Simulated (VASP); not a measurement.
## Al: single point with PBE+D3(BJ)

Crystal: Al.

```
CELL_PARAMETERS angstrom
0.00000 1.99136 1.99136
1.99136 0.00000 1.99136
1.99136 1.99136 0.00000
ATOMIC_POSITIONS crystal
Al 0.00000 0.00000 0.00000
```

- Program: VASP 6.6.1
- Task: single point
- Functional: PBE
- Dispersion: D3(BJ)
- Potentials or basis: VASP PAW PBE potentials, release 64 (Al)
- Cutoff: 520 eV
- k mesh: 18 × 18 × 18
- Occupations: gaussian, width 0.1 eV
- Spin: no spin polarisation

```yaml
Pressure: -0.1 GPa
Dispersion_energy_per_atom: -0.352 eV
```

Levels at points of the mesh, in eV from the Fermi level:
| k point | band 1 | band 2 | band 3 | band 4 | band 5 |
| --- | --- | --- | --- | --- | --- |
| (0.00, 0.00, 0.00) | -11.44 | 12.87 | 12.87 | 12.87 | 14.70 |
| (0.50, 0.00, 0.00) | -4.76 | -4.43 | 11.67 | 11.67 | 11.89 |
| (0.50, 0.50, 0.00) | -3.02 | -1.61 | 5.27 | 5.81 | 5.81 |

Wall time 13 s on 1 thread of AMD EPYC 9R45 96-Core Processor (Zen 5), with other jobs on the host, peak memory 0.12 GiB.

Caveat: pairwise dispersion overbinds metals, which lowers pressure and volume.
